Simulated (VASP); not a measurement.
BiTe, 2 atoms in the cell. Symmetry: Fm-3m, No. 225, cubic system. Conventional cell: a = 6.351 Å, b = 6.351 Å, c = 6.351 Å, α = 90.00°, β = 90.00°, γ = 90.00°. Bi (site symmetry m-3m) has 6 Te at 3.18 Å within 4.2 Å. Te (site symmetry m-3m) has 6 Bi at 3.18 Å within 4.2 Å. 

| Item | Value |
| --- | --- |
| Program | VASP 6.6.1 |
| Task | single point |
| Functional | LDA |
| Potentials or basis | VASP PAW LDA potentials, release 64 (Bi_d, Te) |
| Cutoff | 520 eV |
| k mesh | 9 × 9 × 9 |
| Occupations | methfessel-paxton, width 0.01 eV |
| Spin | collinear spin |
| Starting moments | [4.0, -1.0] μB |
| Dipole correction | no |
| Further INCAR settings | ALGO = Normal; EDIFF = 1e-06; NBANDS = 22 |

Potentials or basis: VASP PAW LDA potentials, release 64 (Bi_d, Te).

Launch:

```bash
$ cat potpaw_LDA.64/Bi_d/POTCAR potpaw_LDA.64/Te/POTCAR > POTCAR
$ mpirun -np 1 vasp_std > vasp.out
```

Hardware: 1 thread of Intel Xeon 6975P-C, on a shared host.

Problem. Estimate the wall time of this run.

Solution. Wall time 92 s on 1 thread of Intel Xeon 6975P-C (shared host), peak memory 0.23 GiB. Counts: scf iterations 14, k points 35.
